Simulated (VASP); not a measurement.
# TiN (Fm-3m) in VASP: a series of runs

TiN is run at these levels: LDA; tasks: vibrations by perturbation theory.

Everything below comes from runs of VASP 6.6.1. Logs are shortened: lines on timing, memory, paths and dates and some standing lists are left out, and cuts for length are marked.

**1. The cell of the first run**

The structure is cubic, space group Fm-3m (No. 225). The conventional cell has a = 4.144 Å, b = 4.144 Å, c = 4.144 Å, α = 90.00°, β = 90.00°, γ = 90.00°. Within 2.7 Å of Ti (site symmetry m-3m) lie 6 N at 2.07 Å. Within 2.7 Å of N (site symmetry m-3m) lie 6 Ti at 2.07 Å.

**2. Vibrations by perturbation theory, LDA (8.90 Å³/atom)**

File INCAR:

```
  PREC = Accurate
  ENCUT = 520
  EDIFF = 1E-8
  ISMEAR = -1
  SIGMA = 0.1
  LREAL = F
  LASPH = T
  NELM = 60
  ALGO = Normal
  ISIF = 2
  LWAVE = F
  LCHARG = T
  GGA = CA
  IBRION = 8
  NSW = 1
```

File KPOINTS:

```
Automatic mesh
0
Gamma
  14 14 14
```

File POSCAR:

```
TiN
1.0
    0.0000000000      2.0720913203      2.0720913203
    2.0720913203      0.0000000000      2.0720913203
    2.0720913203      2.0720913203      0.0000000000
Ti N
1 1
Direct
    0.0000000000      0.0000000000      0.0000000000
    0.5000000000      0.5000000000      0.5000000000
```

Potentials or basis: VASP PAW LDA potentials, release 64 (Ti_sv, N).

The run is started by

```
$ cat potpaw_LDA.64/Ti_sv/POTCAR potpaw_LDA.64/N/POTCAR > POTCAR
$ mpirun -np 1 vasp_std > vasp.out
```

OUTCAR:

```text
PREC = Accurate
   ENCUT = 520
   EDIFF = 1E-8
   ISMEAR = -1
   LREAL = F
   LASPH = T
   NELM = 60
   ISIF = 2
   GGA = CA
   IBRION = 8
   NSW = 1

 ion  position               nearest neighbor table
   1  0.000  0.000  0.000-   2 2.07   2 2.07   2 2.07   2 2.07   2 2.07   2 2.07
   2  0.500  0.500  0.500-   1 2.07   1 2.07   1 2.07   1 2.07   1 2.07   1 2.07

  LATTYP: Found a face centered cubic cell.
 ALAT       =     4.1441826406

  Lattice vectors:

 A1 = (   0.0000000000,   2.0720913203,   2.0720913203)
 A2 = (   2.0720913203,   0.0000000000,   2.0720913203)
 A3 = (   2.0720913203,   2.0720913203,   0.0000000000)

Analysis of symmetry for initial positions (statically):
=====================================================================
 Subroutine PRICEL returns:
 Original cell was already a primitive cell.

 Routine SETGRP: Setting up the symmetry group for a
 face centered cubic supercell.

 Subroutine GETGRP returns: Found 48 space group operations
 (whereof 48 operations were pure point group operations)
 out of a pool of 48 trial point group operations.

The static configuration has the point symmetry O_h .

Analysis of symmetry for dynamics (positions and initial velocities):
=====================================================================
 Subroutine PRICEL returns:
 Original cell was already a primitive cell.

 Routine SETGRP: Setting up the symmetry group for a
 face centered cubic supercell.

 Subroutine GETGRP returns: Found 48 space group operations
 (whereof 48 operations were pure point group operations)
 out of a pool of 48 trial point group operations.

The dynamic configuration has the point symmetry O_h .

 Subroutine INISYM returns: Found 48 space group operations
 (whereof 48 operations are pure point group operations),
 and found     1 'primitive' translations

----------------------------------------------------------------------------------------

                                     Primitive cell

  volume of cell :      17.7933

  direct lattice vectors                    reciprocal lattice vectors
     0.000000000  2.072091320  2.072091320    -0.241302106  0.241302106  0.241302106
     2.072091320  0.000000000  2.072091320     0.241302106 -0.241302106  0.241302106
     2.072091320  2.072091320  0.000000000     0.241302106  0.241302106 -0.241302106

  length of vectors
     2.930379648  2.930379648  2.930379648     0.417947508  0.417947508  0.417947508

  position of ions in fractional coordinates (direct lattice)
     0.000000000  0.000000000  0.000000000
     0.500000000  0.500000000  0.500000000

  ion indices of the primitive-cell ions
   primitive index   ion index
                 1           1
                 2           2

----------------------------------------------------------------------------------------

 KPOINTS: Automatic mesh

Automatic generation of k-mesh.
 Grid dimensions read from file:
 generate k-points for:   14   14   14

 Generating k-lattice:

  Cartesian coordinates                     Fractional coordinates (reciprocal lattice)
    -0.017235865  0.017235865  0.017235865     0.071428571  0.000000000  0.000000000
     0.017235865 -0.017235865  0.017235865     0.000000000  0.071428571  0.000000000
     0.017235865  0.017235865 -0.017235865     0.000000000  0.000000000  0.071428571

  Length of vectors
     0.029853393  0.029853393  0.029853393

  Shift w.r.t. Gamma in fractional coordinates (k-lattice)
     0.000000000  0.000000000  0.000000000

 Subroutine IBZKPT returns following result:
 ===========================================

 Found    104 irreducible k-points:

 Following reciprocal coordinates:
[... 74 lines left out ...]
   LRPA    =     F    only Hartree local field effects (RPA)
 non-spin polarized calculation
  energy-cutoff  :      520.00
  volume of cell :       17.79
 maximum number of plane-waves:       531
 NGX is ok and might be reduce to    24
   NGX = 11   NGY = 11   NGZ = 11

--------------------------------------- Ionic step        1  -------------------------------------------

 number of electron      16.9999999 magnetization

 Free energy of the ion-electron system (eV)
  ---------------------------------------------------
  ext. energy  EPLUGINS =         0.00000000
  ---------------------------------------------------
  free energy    TOTEN  =       -21.67344536 eV

  energy without entropy =      -21.64638437  energy(sigma->0) =      -21.65991487

 E-fermi :  12.1442     XC(G=0): -13.7574

 val. band max:       12.1407358489   @ k =  -0.0714   0.0714   0.0000
 cond. band min:      12.1726479215   @ k =   0.5000   0.2857   0.1429
 fundamental gap:      0.0319120725
 Fermi energy:        12.1441900793

 k-point     1 :       0.0000    0.0000    0.0000
  band No.  band energies     occupation
      1     -44.8970      2.00000
      2     -21.1929      2.00000
      3     -21.1929      2.00000
      4     -21.1929      2.00000
      5      -5.1014      2.00000
      6      10.0664      2.00000
      7      10.0664      2.00000
      8      10.0664      2.00000
      9      11.4414      1.99823
     10      11.4414      1.99823
     11      11.4414      1.99823
     12      12.7728      0.00372
[... 331 lines left out ...]
 k-point    24 :       0.2857    0.1429    0.0000
  band No.  band energies     occupation
      1     -44.8141      2.00000
      2     -21.6192      2.00000
      3     -21.2894      2.00000
      4     -21.2750      2.00000
      5      -3.8072      2.00000
      6       5.9304      2.00000
      7       7.7688      2.00000
      8       8.1639      2.00000
      9      11.2219      1.99980
     10      13.3657      0.00001
     11      13.8127      0.00000
     12      14.8148      0.00000

 [... further k-points ...]
[... 5 lines left out ...]
  --------------------------------------------------------------------------------------
  -------------------------------------------------------------------------------------
  Total        0.8760659      0.8760659      0.8760659      0.0000000     -0.0000000     -0.0000000
  in kB       78.8843232     78.8843232     78.8843232      0.0000000     -0.0000000     -0.0000000
  external PRESSURE =      78.8843232 kB  Pullay stress =       0.0000000 kB

 VOLUME and BASIS-vectors are now :
 -----------------------------------------------------------------------------
  energy-cutoff  :      520.00
  volume of cell :       17.79
      direct lattice vectors                 reciprocal lattice vectors
     0.000000000  2.072091320  2.072091320    -0.241302106  0.241302106  0.241302106
     2.072091320  0.000000000  2.072091320     0.241302106 -0.241302106  0.241302106
     2.072091320  2.072091320  0.000000000     0.241302106  0.241302106 -0.241302106

 POSITION                                       TOTAL-FORCE (eV/Angst)
 -----------------------------------------------------------------------------------
      0.00000      0.00000      0.00000        -0.000000      0.000000     -0.000000
      2.07209      2.07209      2.07209         0.000000     -0.000000      0.000000
 -----------------------------------------------------------------------------------
    total drift:                                0.000000     -0.000000     -0.000000

  FREE ENERGIE OF THE ION-ELECTRON SYSTEM (eV)
  ---------------------------------------------------
  free  energy   TOTEN  =       -21.6734453649 eV

  energy  without entropy=      -21.6463843689  energy(sigma->0) =      -21.65991487

[... ionic steps 2 to 3 ...]

--------------------------------------- Ionic step        4  -------------------------------------------

------------------------ aborting loop because EDIFF is reached ----------------------------------------

[... ionic steps 5 to 6 ...]

--------------------------------------- Ionic step        7  -------------------------------------------

 Free energy of the ion-electron system (eV)
  ---------------------------------------------------
  ---------------------------------------------------
  free energy    TOTEN  =        -0.22896776 eV

  energy without entropy =       -0.22896776

------------------------ aborting loop because EDIFF is reached ----------------------------------------

 INTERNAL STRAIN TENSOR  FOR ION    2  DIRECTION 1   (eV/Angst):
 -----------------------------------------------------------------------------
     0.03037 -0.00000  0.00000
    -0.00000 -0.01575 -0.00000
    -0.00000 -0.00000 -0.01575

 INTERNAL STRAIN TENSOR FOR ION    2 for displacements in x,y,z  (eV/Angst):
          X           Y           Z          XY          YZ          ZX
  --------------------------------------------------------------------------------
  x     0.00000     0.00000     0.00000     0.00000     0.00000     0.00000
  y     0.00000     0.00000     0.00000     0.00000     0.00000     0.00000
  z     0.00000     0.00000     0.00000     0.00000     0.00000     0.00000

 SECOND DERIVATIVES (NOT SYMMETRIZED)
 ------------------------------------
               1X          1Y          1Z          2X          2Y          2Z
  1X   -13.283588    0.000000    0.000000   13.283588    0.000000    0.000000
  1Y     0.000000  -13.283588    0.000000    0.000000   13.283588    0.000000
  1Z     0.000000    0.000000  -13.283588    0.000000    0.000000   13.283588
  2X    13.267830    0.000000    0.000000  -13.267830    0.000000    0.000000
  2Y     0.000000   13.267830    0.000000    0.000000  -13.267830    0.000000
  2Z     0.000000    0.000000   13.267830    0.000000    0.000000  -13.267830

 Eigenvectors and eigenvalues of the dynamical matrix
 ----------------------------------------------------

   1 f  =   17.303386 THz   108.720382 2PiTHz  577.178837 cm-1    71.561023 meV
             X         Y         Z           dx          dy          dz
      0.000000  0.000000  0.000000    -0.475883   -0.000000   -0.000000
      2.072091  2.072091  2.072091     0.879509    0.000000   -0.000000
[... 21 lines left out ...]
   6 f/i=    0.004298 THz     0.027006 2PiTHz    0.143371 cm-1     0.017776 meV
             X         Y         Z           dx          dy          dz
      0.000000  0.000000  0.000000     0.000000    0.194259    0.857787
      2.072091  2.072091  2.072091     0.000000    0.105109    0.464130

--------------------------------------------------------------------------------------------------------

 ELASTIC MODULI CONTR FROM IONIC RELAXATION (kBar)
 Direction    XX          YY          ZZ          XY          YZ          ZX
 --------------------------------------------------------------------------------
 XX           0.0000      0.0000      0.0000      0.0000      0.0000      0.0000
 YY           0.0000      0.0000      0.0000      0.0000      0.0000      0.0000
 ZZ           0.0000      0.0000      0.0000      0.0000      0.0000      0.0000
 XY           0.0000      0.0000      0.0000      0.0000      0.0000      0.0000
 YZ           0.0000      0.0000      0.0000      0.0000      0.0000      0.0000
 ZX           0.0000      0.0000      0.0000      0.0000      0.0000      0.0000
 --------------------------------------------------------------------------------
```

Run time: 6 min. Hardware: 1 thread of Intel Xeon 8259CL, shared host; peak memory 0.27 GiB.

What came out:

* Highest phonon frequency at Γ: 577 cm⁻¹

Phonon frequencies in cm⁻¹ (negative: imaginary):
| q point | frequencies |
| --- | --- |
| (0.000, 0.000, 0.000) | 0 0 0 577 577 577 |

Caveat: the cell stands under pressure or tension, which shifts response properties.

**3. Vibrations by perturbation theory, LDA (8.90 Å³/atom)**

File INCAR:

```
PREC = Accurate
ENCUT = 520
EDIFF = 1E-8
ISMEAR = -1
SIGMA = 0.1
LREAL = False
LASPH = True
NELM = 80
ALGO = Normal
ISIF = 2
LWAVE = False
LCHARG = False
IBRION = 8
NSW = 1
```

KPOINTS is that of step 2.

POSCAR is that of step 2.

Potentials or basis: VASP PAW LDA potentials, release 64 (Ti_sv, N).

The run is started by

```
$ cat potpaw_LDA.64/Ti_sv/POTCAR potpaw_LDA.64/N/POTCAR > POTCAR
$ mpirun -np 1 vasp_std > vasp.out
```

OUTCAR:

```text
PREC = Accurate
   ENCUT = 520
   EDIFF = 1E-8
   ISMEAR = -1
   LREAL = False
   LASPH = True
   NELM = 80
   ISIF = 2
   IBRION = 8
   NSW = 1

 ion  position               nearest neighbor table
   1  0.000  0.000  0.000-   2 2.07   2 2.07   2 2.07   2 2.07   2 2.07   2 2.07
   2  0.500  0.500  0.500-   1 2.07   1 2.07   1 2.07   1 2.07   1 2.07   1 2.07

  LATTYP: Found a face centered cubic cell.
 ALAT       =     4.1441826406

  Lattice vectors:

 A1 = (   0.0000000000,   2.0720913203,   2.0720913203)
 A2 = (   2.0720913203,   0.0000000000,   2.0720913203)
 A3 = (   2.0720913203,   2.0720913203,   0.0000000000)

Analysis of symmetry for initial positions (statically):
=====================================================================
 Subroutine PRICEL returns:
 Original cell was already a primitive cell.

 Routine SETGRP: Setting up the symmetry group for a
 face centered cubic supercell.

 Subroutine GETGRP returns: Found 48 space group operations
 (whereof 48 operations were pure point group operations)
 out of a pool of 48 trial point group operations.

The static configuration has the point symmetry O_h .

Analysis of symmetry for dynamics (positions and initial velocities):
=====================================================================
 Subroutine PRICEL returns:
 Original cell was already a primitive cell.

 Routine SETGRP: Setting up the symmetry group for a
 face centered cubic supercell.

 Subroutine GETGRP returns: Found 48 space group operations
 (whereof 48 operations were pure point group operations)
 out of a pool of 48 trial point group operations.

The dynamic configuration has the point symmetry O_h .

 Subroutine INISYM returns: Found 48 space group operations
 (whereof 48 operations are pure point group operations),
[... 540 lines left out ...]

  FREE ENERGIE OF THE ION-ELECTRON SYSTEM (eV)
  ---------------------------------------------------
  free  energy   TOTEN  =       -21.6734453649 eV

  energy  without entropy=      -21.6463843689  energy(sigma->0) =      -21.65991487

[... ionic steps 2 to 3 ...]

--------------------------------------- Ionic step        4  -------------------------------------------

------------------------ aborting loop because EDIFF is reached ----------------------------------------

[... ionic steps 5 to 6 ...]

--------------------------------------- Ionic step        7  -------------------------------------------

 Free energy of the ion-electron system (eV)
  ---------------------------------------------------
  ---------------------------------------------------
  free energy    TOTEN  =        -0.22896776 eV

  energy without entropy =       -0.22896776

------------------------ aborting loop because EDIFF is reached ----------------------------------------

 INTERNAL STRAIN TENSOR  FOR ION    2  DIRECTION 1   (eV/Angst):
 -----------------------------------------------------------------------------
     0.03037 -0.00000  0.00000
    -0.00000 -0.01575 -0.00000
    -0.00000 -0.00000 -0.01575

 INTERNAL STRAIN TENSOR FOR ION    2 for displacements in x,y,z  (eV/Angst):
          X           Y           Z          XY          YZ          ZX
  --------------------------------------------------------------------------------
  x     0.00000     0.00000     0.00000     0.00000     0.00000     0.00000
  y     0.00000     0.00000     0.00000     0.00000     0.00000     0.00000
  z     0.00000     0.00000     0.00000     0.00000     0.00000     0.00000

 SECOND DERIVATIVES (NOT SYMMETRIZED)
 ------------------------------------
               1X          1Y          1Z          2X          2Y          2Z
  1X   -13.283588    0.000000    0.000000   13.283588    0.000000    0.000000
  1Y     0.000000  -13.283588    0.000000    0.000000   13.283588    0.000000
  1Z     0.000000    0.000000  -13.283588    0.000000    0.000000   13.283588
  2X    13.267830    0.000000    0.000000  -13.267830    0.000000    0.000000
  2Y     0.000000   13.267830    0.000000    0.000000  -13.267830    0.000000
  2Z     0.000000    0.000000   13.267830    0.000000    0.000000  -13.267830

 Eigenvectors and eigenvalues of the dynamical matrix
 ----------------------------------------------------

   1 f  =   17.303386 THz   108.720382 2PiTHz  577.178837 cm-1    71.561023 meV
             X         Y         Z           dx          dy          dz
      0.000000  0.000000  0.000000    -0.475883   -0.000000   -0.000000
      2.072091  2.072091  2.072091     0.879509    0.000000   -0.000000
[... 21 lines left out ...]
   6 f/i=    0.004298 THz     0.027006 2PiTHz    0.143371 cm-1     0.017776 meV
             X         Y         Z           dx          dy          dz
      0.000000  0.000000  0.000000     0.000000    0.194259    0.857787
      2.072091  2.072091  2.072091     0.000000    0.105109    0.464130

--------------------------------------------------------------------------------------------------------

 ELASTIC MODULI CONTR FROM IONIC RELAXATION (kBar)
 Direction    XX          YY          ZZ          XY          YZ          ZX
 --------------------------------------------------------------------------------
 XX           0.0000      0.0000      0.0000      0.0000      0.0000      0.0000
 YY           0.0000      0.0000      0.0000      0.0000      0.0000      0.0000
 ZZ           0.0000      0.0000      0.0000      0.0000      0.0000      0.0000
 XY           0.0000      0.0000      0.0000      0.0000      0.0000      0.0000
 YZ           0.0000      0.0000      0.0000      0.0000      0.0000      0.0000
 ZX           0.0000      0.0000      0.0000      0.0000      0.0000      0.0000
 --------------------------------------------------------------------------------
```

OSZICAR:

```text
N       E                     dE             d eps       ncg     rms          rms(c)
DAV:   1     0.141976808086E+03    0.14198E+03   -0.89720E+03  2496   0.170E+03
DAV:   2    -0.144901771115E+02   -0.15647E+03   -0.15016E+03  2632   0.419E+02
DAV:   3    -0.260759183188E+02   -0.11586E+02   -0.11322E+02  3012   0.113E+02
DAV:   4    -0.266832783100E+02   -0.60736E+00   -0.60310E+00  3476   0.241E+01
[... 72 lines left out ...]
RMM:  20    -0.228967754026E+00   -0.11076E-07   -0.35666E-07 13725   0.417E-05    0.756E-07
RMM:  21    -0.228967755026E+00   -0.10001E-08   -0.13289E-07 12272   0.324E-05    0.888E-07
RMM:  22    -0.228967757941E+00   -0.29152E-08   -0.15107E-07 11704   0.267E-05    0.128E-06
RMM:  23    -0.228967762268E+00   -0.43270E-08   -0.45290E-08 10733   0.230E-05    0.180E-06
 Linear response finished
```

Run time: 7 min. Hardware: 1 thread of Intel Xeon 8259CL, shared host; peak memory 0.27 GiB.

Results:

* Highest phonon frequency at Γ: 577 cm⁻¹

Phonon frequencies in cm⁻¹ (negative: imaginary):
| q point | frequencies |
| --- | --- |
| (0.000, 0.000, 0.000) | 0 0 0 577 577 577 |

Caveat: the cell stands under pressure or tension, which shifts response properties.

[end of part 1 of 2]
